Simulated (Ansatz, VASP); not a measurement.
One calculation of SiC, two programs

```xyz
2
Lattice="0.0000 2.1656 2.1656 2.1656 0.0000 2.1656 2.2862 2.2862 -0.1206" Properties=species:S:1:pos:R:3 pbc="T T T"
Si    0.0000    0.0000    0.0000
C     3.3389    3.3389    3.1581
```

Alike in both runs: task single point; functional PBE; k mesh 12 × 12 × 12; occupations gaussian, width 0.05 eV; no spin polarisation.

|  | VASP | Ansatz |
| --- | --- | --- |
| version | VASP 6.6.1 | Ansatz 0.2.0 |
| potentials or method | VASP PAW PBE potentials, release 64 (Si, C), cutoff 520 eV | scalar-relativistic, plane waves, PAW |
| valence electrons in the cell | 8 | 8 |

VASP gave:

- gap on the k mesh at the Fermi level (eV): 1.16
- least direct gap on the mesh (eV): 3.99
- pressure (GPa): -7.4
- traceless stress, the component that is largest in VASP (GPa): -11.73
- rms of the force components (eV/Å): 0.129

**Question.** What did Ansatz give for the same quantities?

**Answer.** gap on the k mesh at the Fermi level (eV): 1.16; least direct gap on the mesh (eV): 4.00; pressure (GPa): -7.4; traceless stress, the component that is largest in VASP (GPa): -11.67; rms of the force components (eV/Å): 0.129.

Atom by atom the forces differ by 0.000 eV/Å (rms over components). The functional is the same, so the differences come from potentials, cutoffs and numerics.
